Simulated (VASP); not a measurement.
Crystal: H.

```xyz
2
Lattice="5.1702 0.0000 0.0000 -2.5851 4.4776 0.0000 0.0000 0.0000 3.8495" Properties=species:S:1:pos:R:3 pbc="T T T"
H     0.0000    2.9850    0.9624
H     2.5851    1.4925    2.8871
```

Program: VASP 6.6.1. Alike in all runs: task single point; potentials or basis VASP PAW PBE potentials, release 64 (H); spin collinear; cell as given.

Order these runs on this cell by their band gap on the k mesh, lowest first.
A. level revPBE; k mesh 2 × 2 × 2; cutoff (eV) 520; smearing gaussian 0.1 eV
B. level r2SCAN; k mesh 1 × 1 × 5; cutoff (eV) 520; smearing gaussian 0.1 eV
C. level BLYP; k mesh 3 × 3 × 4; cutoff (eV) 520; smearing gaussian 0.1 eV
D. level PBE; k mesh 3 × 3 × 4; cutoff (eV) 500; smearing fermi-dirac 0.025852 eV
E. level PBE; k mesh 3 × 3 × 4, shifted; cutoff (eV) 500; smearing gaussian 0.1 eV

B (4.59 eV), C (5.50 eV), D (6.61 eV), E (6.91 eV), A (7.17 eV).

Caveats: all runs use coarse meshes; the atoms stand far beyond bonding distance; a shifted mesh leaves out Γ, where band edges can lie (at least some runs).

A k mesh can miss the band edges, odd and even meshes differently.
